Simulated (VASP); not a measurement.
# Zr (Fd-3m) in VASP: further runs

Zr is run at these levels: LDA; tasks: single point.

All numbers are computed with VASP 6.6.1; they aren't measurements. Logs are shortened: lines on timing, memory, paths and dates and some standing lists are left out, and cuts for length are marked.

## (1) The cell of the first run

Symmetry: Fd-3m, No. 227, cubic system. The conventional cell has a = 4.802 Å, b = 4.802 Å, c = 4.802 Å, α = 90.00°, β = 90.00°, γ = 90.00°. Zr (site symmetry -43m) has 4 Zr at 2.08 Å within 2.8 Å.

## (2) Single point, LDA (volume scaled by 0.5)

File INCAR:

```
  ALGO = Normal
  EDIFF = 1E-6
  ENCUT = 520
  GGA = CA
  ISIF = 2
  ISMEAR = -1
  LASPH = True
  LCHARG = True
  LELF = True
  LREAL = False
  LVHAR = True
  LWAVE = False
  NBANDS = 19
  NELM = 100
  PREC = Accurate
  SIGMA = 0.08
```

File KPOINTS:

```
k-points
0
Gamma
  12 12 12
```

File POSCAR:

```
Zr
1.0
    0.0000000000      2.4010079427      2.4010079427
    2.4010079427      0.0000000000      2.4010079427
    2.4010079427      2.4010079427      0.0000000000
Zr
2
Direct
   -0.1250000000     -0.1250000000     -0.1250000000
    0.1250000000      0.1250000000      0.1250000000
```

Potentials or basis: VASP PAW LDA potentials, release 64 (Zr_sv).

Command:

```bash
$ cat potpaw_LDA.64/Zr_sv/POTCAR > POTCAR
$ mpirun -np 1 vasp_std > vasp.out
```

OUTCAR:

```text
EDIFF = 1E-6
   ENCUT = 520
   GGA = CA
   ISIF = 2
   ISMEAR = -1
   LASPH = True
   LREAL = False
   NELM = 100
   PREC = Accurate

 ion  position               nearest neighbor table
   1  0.875  0.875  0.875-   2 2.08   2 2.08   2 2.08   2 2.08
   2  0.125  0.125  0.125-   1 2.08   1 2.08   1 2.08   1 2.08

  LATTYP: Found a face centered cubic cell.
 ALAT       =     4.8020158854

  Lattice vectors:

 A1 = (   0.0000000000,   2.4010079427,   2.4010079427)
 A2 = (   2.4010079427,   0.0000000000,   2.4010079427)
 A3 = (   2.4010079427,   2.4010079427,   0.0000000000)

Analysis of symmetry for initial positions (statically):
=====================================================================
 Subroutine PRICEL returns:
 Original cell was already a primitive cell.

 Routine SETGRP: Setting up the symmetry group for a
 face centered cubic supercell.

 Subroutine GETGRP returns: Found 48 space group operations
 (whereof 12 operations were pure point group operations)
 out of a pool of 48 trial point group operations.

The static configuration has the point symmetry D_3d.
 The point group associated with its full space group is O_h .

Analysis of symmetry for dynamics (positions and initial velocities):
=====================================================================
 Subroutine PRICEL returns:
 Original cell was already a primitive cell.

 Routine SETGRP: Setting up the symmetry group for a
 face centered cubic supercell.

 Subroutine GETGRP returns: Found 48 space group operations
 (whereof 12 operations were pure point group operations)
 out of a pool of 48 trial point group operations.

The dynamic configuration has the point symmetry D_3d.
 The point group associated with its full space group is O_h .

 Subroutine INISYM returns: Found 48 space group operations
 (whereof 12 operations are pure point group operations),
 and found     1 'primitive' translations

----------------------------------------------------------------------------------------

                                     Primitive cell

  volume of cell :      27.6828

  direct lattice vectors                    reciprocal lattice vectors
     0.000000000  2.401007943  2.401007943    -0.208245875  0.208245875  0.208245875
     2.401007943  0.000000000  2.401007943     0.208245875 -0.208245875  0.208245875
     2.401007943  2.401007943  0.000000000     0.208245875  0.208245875 -0.208245875

  length of vectors
     3.395537996  3.395537996  3.395537996     0.360692436  0.360692436  0.360692436

  position of ions in fractional coordinates (direct lattice)
     0.875000000  0.875000000  0.875000000
     0.125000000  0.125000000  0.125000000

  ion indices of the primitive-cell ions
   primitive index   ion index
                 1           1
                 2           2

----------------------------------------------------------------------------------------

 KPOINTS: k-points

Automatic generation of k-mesh.
 Grid dimensions read from file:
 generate k-points for:   12   12   12

 Generating k-lattice:

  Cartesian coordinates                     Fractional coordinates (reciprocal lattice)
    -0.017353823  0.017353823  0.017353823     0.083333333  0.000000000  0.000000000
     0.017353823 -0.017353823  0.017353823     0.000000000  0.083333333  0.000000000
     0.017353823  0.017353823 -0.017353823     0.000000000  0.000000000  0.083333333

  Length of vectors
     0.030057703  0.030057703  0.030057703

  Shift w.r.t. Gamma in fractional coordinates (k-lattice)
     0.000000000  0.000000000  0.000000000

 Subroutine IBZKPT returns following result:
 ===========================================

 Found     72 irreducible k-points:

 Following reciprocal coordinates:
            Coordinates               Weight
  0.000000  0.000000  0.000000      1.000000
  0.083333  0.000000  0.000000      8.000000
  0.166667  0.000000  0.000000      8.000000
  0.250000  0.000000  0.000000      8.000000
  0.333333  0.000000  0.000000      8.000000
  0.416667  0.000000  0.000000      8.000000
[... 16 lines left out ...]
  0.500000  0.166667  0.000000     24.000000
 -0.416667  0.166667  0.000000     24.000000
 [... further k-points ...]
   k-points           NKPTS =     72   k-points in BZ     NKDIM =     72   number of bands    NBANDS=     19
   number of dos      NEDOS =    301   number of ions     NIONS =      2
   total plane-waves  NPLWV =  21952
   dimension x,y,z NGX =    28 NGY =   28 NGZ =   28
   dimension x,y,z NGXF=    56 NGYF=   56 NGZF=   56
   ions per type =               2
   NGX,Y,Z   is equivalent  to a cutoff of  13.71, 13.71, 13.71 a.u.
   NGXF,Y,Z  is equivalent  to a cutoff of  27.42, 27.42, 27.42 a.u.
 SYSTEM =  unknown system
   PREC   = accura    normal or accurate (medium, high low for compatibility)
   ISTART =      0    job   : 0-new  1-cont  2-samecut
   ICHARG =      2    charge: 1-file 2-atom 10-const
   ISPIN  =      1    spin polarized calculation?
   LNONCOLLINEAR =      F non collinear calculations
   LSORBIT =      F    spin-orbit coupling
   LASPH  =      T    aspherical Exc in radial PAW
   ENCUT  =  520.0 eV  38.22 Ry    6.18 a.u.   6.31  6.31  6.31*2*pi/ulx,y,z
   NELM   =    100;   NELMIN=  2; NELMDL= -5     # of ELM steps
   EDIFF  = 0.1E-05   stopping-criterion for ELM
   LREAL  =      F    real-space projection
   EDIFFG = 0.1E-04   stopping-criterion for IOM
   NSW    =      0    number of steps for IOM
   IBRION =     -1    ionic relax: 0-MD 1-quasi-New 2-CG
   NFREE  =      0    steps in history (QN), initial steepest desc. (CG)
   ISIF   =      2    stress and relaxation
   ISYM   =      2    0-nonsym 1-usesym 2-fastsym
   POTIM  = 0.5000    time-step for ionic-motion
   TEBEG  =    0.0;   TEEND  =   0.0 temperature during run
   PSTRESS=    0.0 pullay stress
   NELECT =      24.0000    total number of electrons
   NUPDOWN=      -1.0000    fix difference up-down
   EMIN   =  10.00;   EMAX   =-10.00  energy-range for DOS
   EFERMI =   0.00;   METHOD = LEGACY
   ISMEAR =    -1;   SIGMA  =   0.08  broadening in eV -4-tet -1-fermi 0-gaus
   EFERMI_NEDOS =   21; number of points for ismear=-14 and -15
   IALGO  =     38    algorithm
   IMIX   =      4    mixing-type and parameters
     AMIX     =   0.40;   BMIX     =  1.00
     AMIX_MAG =   1.60;   BMIX_MAG =  1.00
  volume/ion in A,a.u.               =      13.84        93.41
  Fermi-wavevector in a.u.,A,eV,Ry     =   1.561019  2.949899 33.154428  2.436782
  Thomas-Fermi vector in A             =   2.664146
   LORBIT       =      0    0 simple, 1 ext, 2 COOP (PROOUT), +10 PAW based schemes
   GGA     = CA    functional components
   LHFCALC =     F    Hartree Fock is set to
   AEXX    =    0.0000 exact exchange contribution
   IVDW    =     0    specifies the selected vdW correction
   LEPSILON=     F    determine dielectric tensor
   LRPA    =     F    only Hartree local field effects (RPA)
 non-spin polarized calculation
  energy-cutoff  :      520.00
  volume of cell :       27.68
 maximum number of plane-waves:       760
 NGX is ok and might be reduce to    28
   NGX = 13   NGY = 13   NGZ = 13

 number of electron      24.0000000 magnetization

 Free energy of the ion-electron system (eV)
  ---------------------------------------------------
  ext. energy  EPLUGINS =         0.00000000
  ---------------------------------------------------
  free energy    TOTEN  =        -7.15140795 eV

  energy without entropy =       -7.09954607  energy(sigma->0) =       -7.12547701

 E-fermi :  15.8991     XC(G=0): -13.5346

 val. band max:       15.8886077369   @ k =  -0.2500   0.2500   0.0833
 cond. band min:      15.9169685562   @ k =   0.5000   0.3333   0.0000
 fundamental gap:      0.0283608193
 Fermi energy:        15.8990614183

 k-point     1 :       0.0000    0.0000    0.0000
  band No.  band energies     occupation
      1     -35.5865      2.00000
      2     -29.8753      2.00000
      3     -13.9748      2.00000
      4     -13.9748      2.00000
      5     -13.9748      2.00000
      6      -9.3633      2.00000
[... 11 lines left out ...]
     18      27.0785      0.00000
     19      27.6944      0.00000

 k-point     2 :       0.0833    0.0000    0.0000
  band No.  band energies     occupation
      1     -35.5309      2.00000
      2     -29.9792      2.00000
      3     -14.0306      2.00000
      4     -14.0306      2.00000
      5     -13.9608      2.00000
      6      -9.2924      2.00000
[... 11 lines left out ...]
     18      27.0652      0.00000
     19      27.5769      0.00000

 k-point     3 :       0.1667    0.0000    0.0000
  band No.  band energies     occupation
      1     -35.3694      2.00000
      2     -30.2703      2.00000
      3     -14.1741      2.00000
      4     -14.1741      2.00000
      5     -13.9365      2.00000
      6      -9.0768      2.00000
[... 11 lines left out ...]
     18      27.2898      0.00000
     19      27.2899      0.00000

 k-point     4 :       0.2500    0.0000    0.0000
  band No.  band energies     occupation
      1     -35.1195      2.00000
      2     -30.6912      2.00000
      3     -14.3528      2.00000
      4     -14.3528      2.00000
      5     -13.9317      2.00000
      6      -8.7798      2.00000
[... 11 lines left out ...]
     18      26.9364      0.00000
     19      26.9364      0.00000

 k-point     5 :       0.3333    0.0000    0.0000
  band No.  band energies     occupation
      1     -34.8198      2.00000
      2     -31.1559      2.00000
      3     -14.5154      2.00000
      4     -14.5154      2.00000
      5     -13.9539      2.00000
      6      -8.5153      2.00000
[... 11 lines left out ...]
     18      26.5024      0.00000
     19      26.5024      0.00000
[... 334 lines left out ...]
      2     -31.1491      2.00000
      3     -14.8623      2.00000
      4     -14.7570      2.00000
      5     -13.0687      2.00000
      6      -9.5809      2.00000
[... 11 lines left out ...]
     18      23.8910      0.00000
     19      27.4481      0.00000

 k-point    22 :       0.4167    0.1667    0.0000
  band No.  band energies     occupation
      1     -34.5158      2.00000
      2     -31.5863      2.00000
      3     -15.0917      2.00000
      4     -14.8503      2.00000
      5     -12.9755      2.00000
      6      -9.3788      2.00000
[... 11 lines left out ...]
     18      23.9241      0.00000
     19      26.5706      0.00000

 k-point    23 :       0.5000    0.1667    0.0000
  band No.  band energies     occupation
      1     -34.2716      2.00000
      2     -31.9097      2.00000
      3     -15.2587      2.00000
      4     -14.8663      2.00000
      5     -12.9530      2.00000
      6      -9.1649      2.00000
[... 11 lines left out ...]
     18      25.0063      0.00000
     19      25.3831      0.00000

 k-point    24 :      -0.4167    0.1667    0.0000
  band No.  band energies     occupation
      1     -34.2353      2.00000
      2     -31.9559      2.00000
      3     -15.3254      2.00000
      4     -14.8027      2.00000
      5     -12.9921      2.00000
      6      -9.0249      2.00000
[... 11 lines left out ...]
     18      23.8103      0.00000
     19      25.3483      0.00000

 [... further k-points ...]
[... 5 lines left out ...]
  --------------------------------------------------------------------------------------
  -------------------------------------------------------------------------------------
  Total       27.8794254     27.8794254     27.8794254      0.0000000      0.0000000      0.0000000
  in kB     1613.5544100   1613.5544100   1613.5544100      0.0000000      0.0000000      0.0000000
  external PRESSURE =    1613.5544100 kB  Pullay stress =       0.0000000 kB

 VOLUME and BASIS-vectors are now :
 -----------------------------------------------------------------------------
  energy-cutoff  :      520.00
  volume of cell :       27.68
      direct lattice vectors                 reciprocal lattice vectors
     0.000000000  2.401007943  2.401007943    -0.208245875  0.208245875  0.208245875
     2.401007943  0.000000000  2.401007943     0.208245875 -0.208245875  0.208245875
     2.401007943  2.401007943  0.000000000     0.208245875  0.208245875 -0.208245875

 POSITION                                       TOTAL-FORCE (eV/Angst)
 -----------------------------------------------------------------------------------
      4.20176      4.20176      4.20176        -0.000000     -0.000000     -0.000000
      0.60025      0.60025      0.60025         0.000000      0.000000      0.000000
 -----------------------------------------------------------------------------------
    total drift:                                0.000000     -0.000000     -0.000000

  FREE ENERGIE OF THE ION-ELECTRON SYSTEM (eV)
  ---------------------------------------------------
  free  energy   TOTEN  =        -7.1514079476 eV

  energy  without entropy=       -7.0995460704  energy(sigma->0) =       -7.12547701
```

It took 66 s on 1 thread of Intel Xeon 8259CL, shared host; peak memory 0.16 GiB.

Results:

```yaml
Free_energy: -7.1514 eV
Pressure: 161.4 GPa
Band_gap_on_the_k_mesh: zero (band 12 reaches 17.75 eV, above the bottom of band 13 at 14.13 eV)
```

## (3) Single point, LDA (volume scaled by 0.58)

File INCAR:

```
ALGO     = Normal         # electronic algorithm
EDIFF    = 1E-6           # SCF threshold, eV
ENCUT    = 520            # plane-wave cutoff, eV
GGA      = CA             # functional
ISIF     = 2              # what is computed and relaxed
ISMEAR   = -1             # smearing method
LASPH    = True           # aspherical terms in the spheres
LCHARG   = False          # write CHGCAR
LREAL    = False          # projectors in reciprocal space
LWAVE    = False          # write WAVECAR
NBANDS   = 19             # bands
NELM     = 100            # most SCF steps
PREC     = Accurate       # precision mode
SIGMA    = 0.08           # smearing width, eV
```

KPOINTS is that of step 2.

File POSCAR:

```
Zr
1.0
    0.0000000000      2.5227812419      2.5227812419
    2.5227812419      0.0000000000      2.5227812419
    2.5227812419      2.5227812419      0.0000000000
Zr
2
Direct
   -0.1250000000     -0.1250000000     -0.1250000000
    0.1250000000      0.1250000000      0.1250000000
```

Potentials or basis: VASP PAW LDA potentials, release 64 (Zr_sv).

Command:

```bash
$ cat potpaw_LDA.64/Zr_sv/POTCAR > POTCAR
$ mpirun -np 1 vasp_std > vasp.out
```

OUTCAR:

```text
EDIFF = 1E-6
   ENCUT = 520
   GGA = CA
   ISIF = 2
   ISMEAR = -1
   LASPH = True
   LREAL = False
   NELM = 100
   PREC = Accurate

 ion  position               nearest neighbor table
   1  0.875  0.875  0.875-   2 2.18   2 2.18   2 2.18   2 2.18
   2  0.125  0.125  0.125-   1 2.18   1 2.18   1 2.18   1 2.18

  LATTYP: Found a face centered cubic cell.
 ALAT       =     5.0455624838

  Lattice vectors:

 A1 = (   0.0000000000,   2.5227812419,   2.5227812419)
[... 188 lines left out ...]
      2     -32.9998      2.00000
      3     -15.5603      2.00000
      4     -15.5603      2.00000
      5     -15.5603      2.00000
      6     -11.8695      2.00000
[... 505 lines left out ...]
      6     -11.8334      2.00000
[... 11 lines left out ...]
     18      20.3274      0.00000
     19      21.7980      0.00000

 [... further k-points ...]
[... 5 lines left out ...]
  --------------------------------------------------------------------------------------
  -------------------------------------------------------------------------------------
  Total       16.8937008     16.8937008     16.8937008      0.0000000      0.0000000      0.0000000
  in kB      842.8816632    842.8816632    842.8816632      0.0000000      0.0000000      0.0000000
  external PRESSURE =     842.8816632 kB  Pullay stress =       0.0000000 kB

 VOLUME and BASIS-vectors are now :
 -----------------------------------------------------------------------------
  energy-cutoff  :      520.00
  volume of cell :       32.11
      direct lattice vectors                 reciprocal lattice vectors
     0.000000000  2.522781242  2.522781242    -0.198193958  0.198193958  0.198193958
     2.522781242  0.000000000  2.522781242     0.198193958 -0.198193958  0.198193958
     2.522781242  2.522781242  0.000000000     0.198193958  0.198193958 -0.198193958

 POSITION                                       TOTAL-FORCE (eV/Angst)
 -----------------------------------------------------------------------------------
      4.41487      4.41487      4.41487        -0.000000      0.000000      0.000000
      0.63070      0.63070      0.63070         0.000000     -0.000000     -0.000000
 -----------------------------------------------------------------------------------
    total drift:                                0.000000     -0.000000     -0.000000

  FREE ENERGIE OF THE ION-ELECTRON SYSTEM (eV)
  ---------------------------------------------------
  free  energy   TOTEN  =       -10.4267011225 eV

  energy  without entropy=      -10.3652218319  energy(sigma->0) =      -10.39596148
```

It took 70 s on 1 thread of Intel Xeon 8259CL, shared host; peak memory 0.16 GiB.

What came out:

```yaml
Free_energy: -10.4267 eV
Pressure: 84.3 GPa
Band_gap_on_the_k_mesh: zero (band 12 reaches 15.08 eV, above the bottom of band 13 at 12.10 eV)
```
